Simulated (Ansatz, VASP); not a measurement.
One calculation of Ti, two programs

```
CELL_PARAMETERS angstrom
2.93826 0.00000 0.00000
-1.46913 2.54461 0.00000
0.00000 0.00000 9.30111
ATOMIC_POSITIONS crystal
Ti 0.26493 0.66667 0.12500
Ti 0.40174 0.66667 0.62500
Ti 0.65299 0.33333 0.37500
Ti 0.68035 0.33333 0.87500
```

Change from the starting cell: mode 4 frozen in at -0.201 Å and mode 5 at -0.040 Å (largest displacements).

Alike in both runs: task single point; functional PBE; k mesh 18 × 18 × 6; occupations gaussian, width 0.15 eV; no spin polarisation.

|  | VASP | Ansatz |
| --- | --- | --- |
| version | VASP 6.6.1 | Ansatz 0.2.0 |
| potentials or method | VASP PAW PBE potentials, release 64 (Ti_sv), cutoff 520 eV | scalar-relativistic, plane waves, PAW |
| valence electrons in the cell | 48 | 48 |

Ansatz gave:

| Property | Result |
| --- | --- |
| gap on the k mesh at the Fermi level (eV) | none |
| pressure (GPa) | -0.1 |
| traceless stress, the component that is largest in VASP (GPa) | -0.42 |
| rms of the force components (eV/Å) | 0.129 |

Which values does VASP return?

gap on the k mesh at the Fermi level (eV): none; pressure (GPa): -0.3; traceless stress, the component that is largest in VASP (GPa): -0.42; rms of the force components (eV/Å): 0.129.

Atom by atom the forces differ by 0.001 eV/Å (rms over components). A gap of «none» marks a metal or a gap that the smearing closes.
